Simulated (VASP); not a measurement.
**CoW3: single point with PBEsol**

The system is CoW3.

```
W Co
1.0
     0.00000    3.07208    3.07208
     3.07208    0.00000    3.07208
     3.07208    3.07208    0.00000
W Co
3 1
Direct
  0.25000 0.25000 0.25000
  0.75000 0.75000 0.75000
  0.50000 0.50000 0.50000
  0.00000 0.00000 0.00000
```

```yaml
Program: VASP 6.6.1
Task: single point
Functional: PBEsol
Potentials_or_basis: VASP PAW PBE potentials, release 64 (W_sv, Co)
Cutoff: 520 eV
k_mesh: 12 × 12 × 12
Occupations: gaussian, width 0.1 eV
Spin: collinear spin
Starting_moments: "[-0.01, -0.01, 0.0, 0.47] μB"
Fixed_moment: 0.38 μB
Dipole_correction: no
Further_INCAR_settings: ALGO = Normal; EDIFF = 1e-07; NBANDS = 38
```

The pressure is -0.7 GPa and the net moment is 0.38 μB per cell. The site moments are W -0.00; Co +0.41 μB and the valence electrons inside the program's atomic spheres are W 12.07, 12.31; Co 8.33.

Wall time 8.5 min on 1 thread of Intel Xeon 8259CL, on a shared host, peak memory 0.36 GiB.

Caveat: the PAW data sets were made with another functional, which shifts forces and pressure a little; the total moment is fixed, so each spin has its own Fermi level.
